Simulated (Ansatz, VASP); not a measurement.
# One calculation of KCl, two programs

The input INCAR:

```
  ALGO = Normal
  EDIFF = 1E-7
  ENCUT = 520
  GGA = PS
  ISIF = 2
  ISMEAR = -1
  LASPH = T
  LCHARG = T
  LELF = T
  LREAL = F
  LVHAR = T
  LWAVE = F
  NBANDS = 15
  NELM = 60
  PREC = Accurate
  SIGMA = 0.03
```

File KPOINTS:

```
k-points
0
Gamma
  7 7 7
```

The input POSCAR:

```
KCl
1.0
   -0.0315610000      3.1403195000      3.1403195000
    3.1403195000     -0.0315610000      3.1403195000
    3.1403195000      3.1403195000     -0.0315610000
K Cl
1 1
Direct
    0.0000000000      0.0000000000      0.0000000000
    0.5000000000      0.5000000000      0.5000000000
```

Input for Ansatz:

```yaml
crystal:
  lattice:
    - [-0.031561, 3.1403195, 3.1403195]
    - [3.1403195, -0.031561, 3.1403195]
    - [3.1403195, 3.1403195, -0.031561]
  atoms:
    - { symbol: K, position: [0.0, 0.0, 0.0] }
    - { symbol: Cl, position: [0.5, 0.5, 0.5] }
kpoints:
  mp_grid: { grid: [7, 7, 7] }
  band_path:
    path:
      - [0.0, 0.0, 0.0]
      - [0.5, 0.5, 0.5]
      - [0.2525443832, 0.5, 0.7474556168]
      - [-0.2525443832, 0.2525443832, 0.5]
      - [0.0, 0.0, 0.5]
      - [0.0, 0.0, 0.0]
      - [-0.3762721916, 0.0, 0.3762721916]
      - [0.0, 0.3762721916, 0.6237278084]
      - [0.0, 0.5, 0.5]
    npoints: 5
scf:
  occupations: { method: fermi_dirac, width: 0.03 }
hamiltonian:
  xc: pbesol
  pseudopotentials: { kind: all_electron, lapw: { basis_error: 0.0005 } }
output:
  forces: true
  stress: true
  eigenvalues: true
```

Change from the starting cell: equal xy, yz and zx shear strains of -1 %.

Alike in both runs: task single point; functional PBEsol; k mesh 7 × 7 × 7; occupations fermi-dirac, width 0.03 eV; no spin polarisation.

```csv
,VASP,Ansatz
version,VASP 6.6.1,Ansatz 0.2.0
potentials or method,"VASP PAW PBE potentials, release 64 (K_sv, Cl), cutoff 520 eV","all-electron LAPW, scalar-relativistic"
```

```csv
,VASP,Ansatz,Ansatz less VASP
gap on the k mesh at the Fermi level (eV),4.97,4.98,+0.004
pressure (GPa),-0.5,-0.6,-0.04
"traceless stress, the component that is largest in VASP (GPa)",0.06,0.06,+0.001
```

VASP's potentials were made for PBE, not for PBEsol. Ansatz ran all-electron here, and VASP with PAW potentials.
